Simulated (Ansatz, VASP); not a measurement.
# Two plane-wave programs on Sc

```
Sc
1.0
     3.31936    0.00000    0.00000
    -1.65968    2.87465    0.00000
     0.00000    0.00000    5.18426
Sc
2
Direct
  0.33333 0.66667 0.25000
  0.66667 0.33333 0.75000
```

Alike in both runs: task single point; functional PBE; k mesh 11 × 11 × 6; occupations fermi-dirac, width 0.6 eV; no spin polarisation.

|  | VASP | Ansatz |
| --- | --- | --- |
| version | VASP 6.6.1 | Ansatz 0.2.0 |
| potentials or method | VASP PAW PBE potentials, release 64 (Sc_sv), cutoff 520 eV | plane waves (420 eV) with PAW, scalar-relativistic |
| valence electrons in the cell | 22 | 22 |

```tsv
	VASP	Ansatz	Ansatz less VASP
pressure (GPa)	4.0	4.0	0.00
traceless stress, the component that is largest in VASP (GPa)	1.62	1.62	-0.001
```

With one functional, cell and mesh, what is left measures potentials, basis and numerics.
